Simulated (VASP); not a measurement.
# Sn3C (P6_3/mmc) in VASP: further runs, part 2 of 2

VASP 6.6.1.

## 5. Single point, PBE

This run uses another cell than the first one, of 24.14 Å³/atom.

Contents of INCAR:

```
ALGO = Normal
EDIFF = 1E-6
ENCUT = 520
GGA = PE
ISIF = 2
ISMEAR = 0
LASPH = T
LCHARG = F
LREAL = F
LWAVE = F
NBANDS = 56
NELM = 60
PREC = Accurate
SIGMA = 0.1
```

Contents of KPOINTS:

```
k-points
0
Gamma
  6 6 12
```

Contents of POSCAR:

```
Sn3C
1.0
    8.2582530097      0.0000000000      0.0000000000
   -4.1291265049      7.1518568973      0.0000000000
    0.0000000000      0.0000000000      3.2699977504
Sn C
6 2
Direct
    0.2054407594      0.4108815188      0.2500000000
    0.5891184812      0.7945592406      0.2500000000
    0.2054407594      0.7945592406      0.2500000000
    0.7945592406      0.5891184812      0.7500000000
    0.4108815188      0.2054407594      0.7500000000
    0.7945592406      0.2054407594      0.7500000000
    0.3333333333      0.6666666667      0.7500000000
    0.6666666667      0.3333333333      0.2500000000
```

Potentials or basis: VASP PAW PBE potentials, release 64 (Sn_d, C).

Launch:

```sh
cat potpaw_PBE.64/Sn_d/POTCAR potpaw_PBE.64/C/POTCAR > POTCAR
mpirun -np 1 vasp_std > vasp.out
```

OUTCAR:

```text
EDIFF = 1E-6
   ENCUT = 520
   GGA = PE
   ISIF = 2
   ISMEAR = 0
   LASPH = T
   LREAL = F
   NELM = 60
   PREC = Accurate

 ion  position               nearest neighbor table
   1  0.205  0.411  0.250-   7 2.45   7 2.45   2 3.17   3 3.17   6 3.36   6 3.36   5 3.36   5 3.36

   2  0.589  0.795  0.250-   7 2.45   7 2.45   1 3.17   3 3.17   6 3.36   6 3.36   4 3.36   4 3.36

   3  0.205  0.795  0.250-   7 2.45   7 2.45   2 3.17   1 3.17   4 3.36   4 3.36   5 3.36   5 3.36

   4  0.795  0.589  0.750-   8 2.45   8 2.45   5 3.17   6 3.17   3 3.36   3 3.36   2 3.36   2 3.36

   5  0.411  0.205  0.750-   8 2.45   8 2.45   4 3.17   6 3.17   3 3.36   3 3.36   1 3.36   1 3.36

   6  0.795  0.205  0.750-   8 2.45   8 2.45   5 3.17   4 3.17   1 3.36   1 3.36   2 3.36   2 3.36

   7  0.333  0.667  0.750-   3 2.45   3 2.45   2 2.45   2 2.45   1 2.45   1 2.45
   8  0.667  0.333  0.250-   6 2.45   6 2.45   5 2.45   5 2.45   4 2.45   4 2.45

  LATTYP: Found a hexagonal cell.
 ALAT       =     8.2582530097
 C/A-ratio  =     0.3959672520

  Lattice vectors:

 A1 = (   8.2582530097,   0.0000000000,   0.0000000000)
 A2 = (  -4.1291265049,   7.1518568973,   0.0000000000)
 A3 = (   0.0000000000,   0.0000000000,   3.2699977504)

Analysis of symmetry for initial positions (statically):
=====================================================================
 Subroutine PRICEL returns:
 Original cell was already a primitive cell.

 Routine SETGRP: Setting up the symmetry group for a
 hexagonal supercell.

 Subroutine GETGRP returns: Found 24 space group operations
 (whereof 12 operations were pure point group operations)
 out of a pool of 24 trial point group operations.

The static configuration has the point symmetry D_3d.
 The point group associated with its full space group is D_6h.

Analysis of symmetry for dynamics (positions and initial velocities):
=====================================================================
 Subroutine PRICEL returns:
 Original cell was already a primitive cell.

 Routine SETGRP: Setting up the symmetry group for a
 hexagonal supercell.

 Subroutine GETGRP returns: Found 24 space group operations
 (whereof 12 operations were pure point group operations)
 out of a pool of 24 trial point group operations.

The dynamic configuration has the point symmetry D_3d.
 The point group associated with its full space group is D_6h.

 Subroutine INISYM returns: Found 24 space group operations
 (whereof 12 operations are pure point group operations),
 and found     1 'primitive' translations

----------------------------------------------------------------------------------------

                                     Primitive cell

  volume of cell :     193.1321

  direct lattice vectors                    reciprocal lattice vectors
     8.258253010  0.000000000  0.000000000     0.121090986  0.069911913  0.000000000
    -4.129126505  7.151856897  0.000000000     0.000000000  0.139823827  0.000000000
     0.000000000  0.000000000  3.269997750     0.000000000  0.000000000  0.305810608

  length of vectors
     8.258253010  8.258253010  3.269997750     0.139823827  0.139823827  0.305810608

  position of ions in fractional coordinates (direct lattice)
     0.205440759  0.410881519  0.250000000
     0.589118481  0.794559241  0.250000000
     0.205440759  0.794559241  0.250000000
     0.794559241  0.589118481  0.750000000
     0.410881519  0.205440759  0.750000000
[... 45 lines left out ...]
  0.333333 -0.000000  0.000000      6.000000
  0.500000 -0.000000  0.000000      3.000000
  0.166667  0.166667  0.000000      6.000000
  0.333333  0.166667  0.000000     12.000000
[... 16 lines left out ...]
  0.166667 -0.000000  0.250000     12.000000
  0.333333 -0.000000  0.250000     12.000000
 [... further k-points ...]
   k-points           NKPTS =     49   k-points in BZ     NKDIM =     49   number of bands    NBANDS=     56
   number of dos      NEDOS =    301   number of ions     NIONS =      8
   total plane-waves  NPLWV =  98304
   dimension x,y,z NGX =    64 NGY =   64 NGZ =   24
   dimension x,y,z NGXF=   128 NGYF=  128 NGZF=   48
   ions per type =               6   2
   NGX,Y,Z   is equivalent  to a cutoff of  12.88, 12.88, 12.20 a.u.
   NGXF,Y,Z  is equivalent  to a cutoff of  25.77, 25.77, 24.40 a.u.
 SYSTEM =  unknown system
   PREC   = accura    normal or accurate (medium, high low for compatibility)
   ISTART =      0    job   : 0-new  1-cont  2-samecut
   ICHARG =      2    charge: 1-file 2-atom 10-const
   ISPIN  =      1    spin polarized calculation?
   LNONCOLLINEAR =      F non collinear calculations
   LSORBIT =      F    spin-orbit coupling
   LASPH  =      T    aspherical Exc in radial PAW
   ENCUT  =  520.0 eV  38.22 Ry    6.18 a.u.  15.35 15.35  6.08*2*pi/ulx,y,z
   NELM   =     60;   NELMIN=  2; NELMDL= -5     # of ELM steps
   EDIFF  = 0.1E-05   stopping-criterion for ELM
   LREAL  =      F    real-space projection
   EDIFFG = 0.1E-04   stopping-criterion for IOM
   NSW    =      0    number of steps for IOM
   IBRION =     -1    ionic relax: 0-MD 1-quasi-New 2-CG
   NFREE  =      0    steps in history (QN), initial steepest desc. (CG)
   ISIF   =      2    stress and relaxation
   ISYM   =      2    0-nonsym 1-usesym 2-fastsym
   POTIM  = 0.5000    time-step for ionic-motion
   TEBEG  =    0.0;   TEEND  =   0.0 temperature during run
   PSTRESS=    0.0 pullay stress
   NELECT =      92.0000    total number of electrons
   NUPDOWN=      -1.0000    fix difference up-down
   EMIN   =  10.00;   EMAX   =-10.00  energy-range for DOS
   EFERMI =   0.00;   METHOD = LEGACY
   ISMEAR =     0;   SIGMA  =   0.10  broadening in eV -4-tet -1-fermi 0-gaus
   EFERMI_NEDOS =   21; number of points for ismear=-14 and -15
   IALGO  =     38    algorithm
   IMIX   =      4    mixing-type and parameters
     AMIX     =   0.40;   BMIX     =  1.00
     AMIX_MAG =   1.60;   BMIX_MAG =  1.00
  volume/ion in A,a.u.               =      24.14       162.91
  Fermi-wavevector in a.u.,A,eV,Ry     =   1.278555  2.416118 22.241470  1.634702
  Thomas-Fermi vector in A             =   2.411091
   LORBIT       =      0    0 simple, 1 ext, 2 COOP (PROOUT), +10 PAW based schemes
   GGA     = PE    functional components
   LHFCALC =     F    Hartree Fock is set to
   AEXX    =    0.0000 exact exchange contribution
   IVDW    =     0    specifies the selected vdW correction
   LEPSILON=     F    determine dielectric tensor
   LRPA    =     F    only Hartree local field effects (RPA)
 non-spin polarized calculation
 Gauss-broadening in eV      SIGMA  =   0.10
  energy-cutoff  :      520.00
  volume of cell :      193.13
 maximum number of plane-waves:      5281
 NGX is ok and might be reduce to    64
   NGX = 31   NGY = 31   NGZ = 13

 number of electron      91.9999989 magnetization

 Free energy of the ion-electron system (eV)
  ---------------------------------------------------
  ext. energy  EPLUGINS =         0.00000000
  ---------------------------------------------------
  free energy    TOTEN  =       -35.06236835 eV

  energy without entropy =      -35.04157358  energy(sigma->0) =      -35.05197096

 E-fermi :   6.9312     XC(G=0):  -9.8860

 val. band max:        6.9278407752   @ k =   0.1667   0.1667   0.2500
 cond. band min:       6.9331064486   @ k =   0.1667   0.1667   0.5000
 fundamental gap:      0.0052656735
 Fermi energy:         6.9312147134

 k-point     1 :       0.0000    0.0000    0.0000
  band No.  band energies     occupation
      1     -14.6558      2.00000
      2     -14.6245      2.00000
      3     -14.6210      2.00000
      4     -14.6210      2.00000
      5     -14.6002      2.00000
      6     -14.5879      2.00000
[... 1405 lines left out ...]
     55      11.1442      0.00000
     56      11.4626      0.00000

 [... further k-points ...]
[... 5 lines left out ...]
  --------------------------------------------------------------------------------------
  -------------------------------------------------------------------------------------
  Total       -0.0269760     -0.0269760     -0.0075495      0.0000000      0.0000000      0.0000000
  in kB       -0.2237861     -0.2237861     -0.0626289      0.0000000      0.0000000      0.0000000
  external PRESSURE =      -0.1700671 kB  Pullay stress =       0.0000000 kB

 VOLUME and BASIS-vectors are now :
 -----------------------------------------------------------------------------
  energy-cutoff  :      520.00
  volume of cell :      193.13
      direct lattice vectors                 reciprocal lattice vectors
     8.258253010  0.000000000  0.000000000     0.121090986  0.069911913  0.000000000
    -4.129126505  7.151856897  0.000000000     0.000000000  0.139823827  0.000000000
     0.000000000  0.000000000  3.269997750     0.000000000  0.000000000  0.305810608

 POSITION                                       TOTAL-FORCE (eV/Angst)
 -----------------------------------------------------------------------------------
     -0.00000      2.93857      0.81750         0.000000     -0.012747      0.000000
      1.58425      5.68257      0.81750         0.011039      0.006373      0.000000
     -1.58425      5.68257      0.81750        -0.011039      0.006373      0.000000
      4.12913      4.21329      2.45250        -0.000000      0.012747     -0.000000
      2.54487      1.46928      2.45250        -0.011039     -0.006373      0.000000
      5.71338      1.46928      2.45250         0.011039     -0.006373     -0.000000
     -0.00000      4.76790      2.45250        -0.000000     -0.000000      0.000000
      4.12913      2.38395      0.81750         0.000000     -0.000000      0.000000
 -----------------------------------------------------------------------------------
    total drift:                               -0.000000      0.000000      0.000000

  FREE ENERGIE OF THE ION-ELECTRON SYSTEM (eV)
  ---------------------------------------------------
  free  energy   TOTEN  =       -35.0623683474 eV

  energy  without entropy=      -35.0415735806  energy(sigma->0) =      -35.05197096
```

It took 7.1 min on 1 thread of Intel Xeon Platinum 8488C (Sapphire Rapids), shared host; peak memory 0.54 GiB.

What came out:

```
Free energy            : -35.0624 eV
Pressure               : 0.0 GPa
Largest force          : 0.013 eV/Å
Band gap on the k mesh : zero (bands 46 and 47 overlap by 2.37 eV)
```

Forces in eV/Å, atoms in the order of the input:
```
Sn   0.000 -0.013  0.000
Sn   0.011  0.006  0.000
Sn  -0.011  0.006  0.000
Sn   0.000  0.013  0.000
Sn  -0.011 -0.006  0.000
Sn   0.011 -0.006  0.000
C    0.000  0.000  0.000
C    0.000  0.000  0.000
```

Caveat: spin-orbit coupling is left out, which moves the levels of the heavy elements.

## 6. Overview

| task | cell | k mesh | cutoff (eV) | gap on the mesh (eV) | pressure (GPa) | largest force (eV/Å) |
| --- | --- | --- | --- | --- | --- | --- |
| single point | a = 8.298, b = 8.298, c = 3.261 Å, angles 90.0, 90.0, 120.0°, 8 atoms, atomic positions A | 3 × 3 × 6 | 520 | none | -0.1 | 0.03 |
| single point | a = 9.321, b = 9.321, c = 3.342 Å, angles 90.0, 90.0, 120.0°, 8 atoms, atomic positions B | 3 × 3 × 6 | 520 | none | -6.0 | 0.85 |
| relaxation of cell and atoms | relaxed from a = 9.321, b = 9.321, c = 3.342 Å, angles 90.0, 90.0, 120.0°, 8 atoms, atomic positions B | 3 × 3 × 6 | 600 | none | 0.0 | 0.02 |
| single point | a = 8.258, b = 8.258, c = 3.270 Å, angles 90.0, 90.0, 120.0°, 8 atoms, atomic positions C | 6 × 6 × 12 | 520 | none | 0.0 | 0.01 |

Alike in all rows: level PBE; potentials or basis VASP PAW PBE potentials, release 64 (Sn_d, C); no spin polarisation; smearing gaussian 0.1 eV.

Caveats: spin-orbit coupling is left out, which moves the levels of the heavy elements; the cell stands under tension (at least some runs); the volume moved by over 15 % at a fixed basis, so the end points are rough (at least some runs).

Absolute energies hang on the potentials; compare differences alone.

The gap in the log of VASP goes by the Fermi energy; the results here count the filled bands.